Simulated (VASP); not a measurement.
Mg3SnSe4: relaxation of cell and atoms with PBEsol

The system is Mg3SnSe4.

```
CELL_PARAMETERS angstrom
4.00922 0.01724 -0.04056
0.01724 3.96249 -0.05492
-0.11392 -0.15428 10.94434
ATOMIC_POSITIONS crystal
Mg 0.49864 0.51606 0.74522
Mg 0.00892 0.00985 0.50114
Mg 0.49650 0.49958 0.24910
Sn 0.99198 0.96741 0.00964
Se 0.01362 0.00659 0.25927
Se 0.49970 0.49341 0.00007
Se 0.00146 0.98854 0.73008
Se 0.48796 0.50306 0.49440
```

- Program: VASP 6.6.1
- Task: relaxation of cell and atoms
- Functional: PBEsol
- Potentials or basis: VASP PAW PBE potentials, release 64 (Mg, Sn_d, Se)
- Cutoff: 600 eV
- k mesh: 4 × 4 × 2
- Occupations: fermi-dirac, width 0.05 eV
- Spin: no spin polarisation
- Dipole correction: no
- Further INCAR settings: ALGO = Normal; EDIFF = 1e-07; IBRION = 2; EDIFFG = -0.01; NSW = 100; ISIF = 3

* Relaxed volume: 22.02 Å³/atom
* Relaxed cell: a = 3.973 Å, b = 3.970 Å, c = 11.169 Å, α = 90.03°, β = 90.02°, γ = 89.99°
* Space group after relaxing (to 0.1 Å): P4/mmm (No. 123)
* Energy gained by relaxing: 24.2 meV/atom
* Ionic steps: 22
* Pressure after relaxing: 0.0 GPa
* Largest force after relaxing: 0.009 eV/Å
* Band gap on the k mesh: zero (bands 22 and 23 overlap by 0.38 eV)

Forces in eV/Å, atoms in the order of the input:
```
Mg   0.000 -0.002 -0.009
Mg  -0.001 -0.004  0.003
Mg   0.001  0.003  0.000
Sn  -0.001 -0.001  0.008
Se  -0.003 -0.004 -0.006
Se   0.002  0.007 -0.002
Se   0.001  0.002  0.008
Se   0.001 -0.001 -0.002
```

Step by step:
| step | energy change (eV) | largest force (eV/Å) | pressure (GPa) | volume (Å³) |
| --- | --- | --- | --- | --- |
| 1 | 0.0000 | 0.9212 | 1.35 | 173.81 |
| 2 | -0.1063 | 0.4537 | -0.56 | 178.44 |
| 3 | -0.1163 | 0.3040 | -1.27 | 180.48 |
| 4 | -0.1630 | 0.2405 | -0.34 | 177.23 |
| 5 | -0.1722 | 0.1882 | 0.36 | 175.13 |
| 6 | -0.1824 | 0.1406 | 0.09 | 175.81 |
| 7 | -0.1847 | 0.1335 | -0.08 | 176.30 |
| 8 | -0.1887 | 0.0751 | -0.02 | 176.10 |
| 9 | -0.1905 | 0.0711 | 0.07 | 175.84 |
| 10 | -0.1913 | 0.0516 | -0.06 | 176.23 |
| 11 | -0.1915 | 0.0366 | -0.17 | 176.54 |
| 12 | -0.1920 | 0.0339 | -0.11 | 176.35 |
| 13 | -0.1924 | 0.0466 | 0.01 | 176.00 |
| 14 | -0.1924 | 0.0494 | 0.04 | 175.93 |
| 15 | -0.1928 | 0.0450 | 0.03 | 175.95 |
| 16 | -0.1933 | 0.0321 | 0.01 | 176.01 |
| 17 | -0.1933 | 0.0291 | 0.00 | 176.03 |
| 18 | -0.1936 | 0.0165 | -0.01 | 176.05 |
| 19 | -0.1937 | 0.0272 | -0.02 | 176.08 |
| 20 | -0.1939 | 0.0152 | 0.02 | 175.96 |
| 21 | -0.1939 | 0.0140 | 0.06 | 175.86 |
| 22 | -0.1940 | 0.0092 | -0.04 | 176.13 |

Final structure:
```
CELL_PARAMETERS angstrom
3.97255 0.00029 -0.00078
0.00048 3.96975 -0.00166
-0.00095 -0.00082 11.16876
ATOMIC_POSITIONS crystal
Mg 0.49971 0.49827 0.74050
Mg 0.00019 0.99953 0.49844
Mg 0.49988 0.49766 0.25720
Sn 0.99965 0.99705 0.99832
Se 0.00012 0.99822 0.25778
Se 0.49953 0.49677 0.99862
Se 0.99971 0.99808 0.73928
Se 0.49999 0.49892 0.49878
```

Levels at points of the mesh, in eV from the Fermi level:
```tsv
k point	band 19	band 20	band 21	band 22	band 23	band 24	band 25	band 26
(0.00, 0.00, 0.00)	-2.88	-2.23	-1.99	-1.98	-0.10	1.27	1.36	2.06
(0.50, 0.00, 0.00)	-2.49	-2.45	-2.38	-0.06	0.22	0.91	0.98	2.04
(0.00, 0.50, 0.00)	-2.49	-2.46	-2.38	-0.06	0.22	0.91	0.97	2.04
(0.50, 0.50, 0.00)	-3.71	-3.62	-3.62	-3.06	-0.28	1.83	2.07	2.07
(0.00, 0.00, 0.50)	-2.65	-2.33	-2.10	-2.10	0.07	1.10	1.39	2.31
(0.50, 0.00, 0.50)	-2.55	-2.48	-2.38	0.09	0.17	0.99	1.62	2.41
(0.00, 0.50, 0.50)	-2.55	-2.49	-2.38	0.09	0.16	0.99	1.62	2.40
(0.50, 0.50, 0.50)	-4.05	-3.86	-3.86	-2.39	0.38	0.76	0.76	2.99
```

Wall time 30 min on 1 thread of Intel Xeon 8259CL (shared host), peak memory 0.38 GiB.

Caveat: the k points lie up to 0.40 Å⁻¹ apart in the final cell; semilocal functionals underestimate gaps, so a narrow gap can read as zero; the PAW data sets were made with another functional, which shifts forces and pressure a little; spin-orbit coupling is left out, which moves the levels of the heavy elements.
